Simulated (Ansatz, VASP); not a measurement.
## Two plane-wave programs on NiO2

```xyz
3
Lattice="2.7754 0.0000 0.0000 -1.3877 2.4035 0.0000 0.0000 0.0000 4.6134" Properties=species:S:1:pos:R:3 pbc="T T T"
Ni    0.0000    0.0000    2.3067
O     1.3877    0.8012    3.2458
O     0.0000    1.6024    1.3676
```

Alike in both runs: functional r2SCAN; k mesh 6 × 6 × 4; occupations gaussian, width 0.1 eV; no spin polarisation.

Ansatz relaxed the structure, and its values are those at the end. VASP's run is a single point on that final structure, the one shown.

```csv
,VASP,Ansatz
version,VASP 6.6.1,Ansatz 0.2.0
potentials or method,"VASP PAW PBE potentials, release 64 (Ni, O), cutoff 520 eV","scalar-relativistic, plane waves, PAW"
valence electrons in the cell,22,30
```

Ansatz gave:

| Quantity | Value |
| --- | --- |
| gap on the k mesh at the Fermi level (eV) | 1.57 |
| least direct gap on the mesh (eV) | 1.99 |
| pressure (GPa) | 0.2 |
| rms of the force components (eV/Å) | 0.005 |

**Question.** Which values does VASP return?

**Answer.** gap on the k mesh at the Fermi level (eV): 1.51; least direct gap on the mesh (eV): 1.91; pressure (GPa): 1.7; rms of the force components (eV/Å): 0.069.

VASP's potentials were made for PBE, not for r2SCAN. The functional is the same, so the differences come from potentials, cutoffs and numerics. VASP's potentials hold 22 valence electrons a cell and Ansatz's 30, so a difference there can come from the potentials and not from the codes.

The k mesh is coarse, so the values compare programs but aren't converged.
